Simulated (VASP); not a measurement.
A run of VASP 6.6.1:

Contents of INCAR:

```
PREC = Accurate
ENCUT = 520
EDIFF = 1E-6
ISMEAR = -1
SIGMA = 0.05
LREAL = False
LASPH = True
NELM = 80
ALGO = Normal
ISIF = 2
LWAVE = False
LCHARG = True
GGA = PS
LELF = True
LVHAR = True
NBANDS = 17
```

Contents of KPOINTS:

```
regular mesh
0
Gamma
  7 7 7
```

POSCAR

```
PbSe
1.0
    3.8585432354      0.0000000000      0.0000000000
    0.0000000000      3.8585432354      0.0000000000
    0.0000000000      0.0000000000      3.8585432354
Pb Se
1 1
Direct
    0.0000000000      0.0000000000      0.0000000000
    0.5000000000      0.5000000000      0.5000000000
```

Potentials or basis: VASP PAW PBE potentials, release 64 (Pb_d, Se).

Run with:

```bash
$ cat potpaw_PBE.64/Pb_d/POTCAR potpaw_PBE.64/Se/POTCAR > POTCAR
$ mpirun -np 1 vasp_std > vasp.out
```

Hardware: 1 thread of Intel Xeon 8259CL, with other jobs on the host.

Q: Estimate the wall time of this run.

A: Wall time 40 s on 1 thread of Intel Xeon 8259CL, on a shared host, peak memory 0.17 GiB. Counts: scf iterations 13, k points 20.
